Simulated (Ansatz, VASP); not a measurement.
## K: VASP beside Ansatz

```
K
1.0
    -2.39877    2.39877    3.11840
     2.39877   -2.39877    3.11840
     2.39877    2.39877   -3.11840
K
1
Direct
  0.00000 0.00000 0.00000
```

Alike in both runs: task single point; functional PBEsol; k mesh 14 × 14 × 14; occupations gaussian, width 0.15 eV; no spin polarisation.

|  | VASP | Ansatz |
| --- | --- | --- |
| version | VASP 6.6.1 | Ansatz 0.2.0 |
| potentials or method | VASP PAW PBE potentials, release 64 (K_sv), cutoff 520 eV | scalar-relativistic, plane waves, PAW |
| valence electrons in the cell | 9 | 9 |

```tsv
	VASP	Ansatz	Ansatz less VASP
gap on the k mesh at the Fermi level (eV)	none	none	-
pressure (GPa)	0.0	0.0	+0.01
```

VASP's potentials were made for PBE, not for PBEsol. A gap of «none» marks a metal or a gap that the smearing closes. The functional is the same, so the differences come from potentials, cutoffs and numerics.
